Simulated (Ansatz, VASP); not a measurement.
**Ti in VASP and in Ansatz**

INCAR

```
SYSTEM = Ti
PREC = Accurate
ENCUT = 600
EDIFF = 1E-6
ISMEAR = -1
SIGMA = 0.05
LREAL = .FALSE.
LASPH = .TRUE.
NELM = 100
ALGO = Normal
ISIF = 3
LWAVE = .FALSE.
LCHARG = .FALSE.
GGA = PE
IVDW = 12
IBRION = 2
NSW = 60
EDIFFG = -0.01
```

File KPOINTS:

```
regular mesh
0
G
  10 10 6
  0 0 0
```

File POSCAR:

```
Ti
1.0
    2.9500000000      0.0000000000      0.0000000000
   -1.4750000000      2.5547749412      0.0000000000
    0.0000000000      0.0000000000      4.6800000000
Ti
2
Direct
    0.6666666667      0.3333333333      0.7500000000
    0.3333333333      0.6666666667      0.2500000000
```

input.yaml

```yaml
crystal:
  lattice:
    - [2.95, 0.0, 0.0]
    - [-1.475, 2.5547749412, 0.0]
    - [0.0, 0.0, 4.68]
  atoms:
    - { symbol: Ti, position: [0.6666666667, 0.3333333333, 0.75] }
    - { symbol: Ti, position: [0.3333333333, 0.6666666667, 0.25] }
hamiltonian:
  xc: pbe
  pseudopotentials: { kind: paw }
  dispersion: d3bj
kpoints:
  mp_grid: { grid: [10, 10, 6] }
scf:
  occupations: { method: fermi_dirac, width: 0.05 }
output:
  forces: true
  stress: true
relax:
  f_tol: 0.01
  max_steps: 40
  cell: { stress_tol: 0.05 }
```

Alike in both runs: task relaxation of cell and atoms; functional PBE; dispersion D3(BJ); k mesh 10 × 10 × 6; occupations fermi-dirac, width 0.05 eV; no spin polarisation.

```csv
,VASP,Ansatz
version,VASP 6.6.1,Ansatz 0.2.0
potentials or method,"VASP PAW PBE potentials, release 64 (Ti_sv)",Ansatz PAW
plane-wave cutoff (eV),600,420
valence electrons in the cell,24,24
```

```tsv
	VASP	Ansatz	Ansatz less VASP
relaxed volume (Å³/atom)	16.45	16.50	+0.056
relaxed cell length with the largest relative difference (Å)	4.557	4.563	+0.0054
```

Noted on Ansatz's run: the plane-wave basis is chosen anew once the cell has moved, so the energies of steps on either side of that aren't comparable.
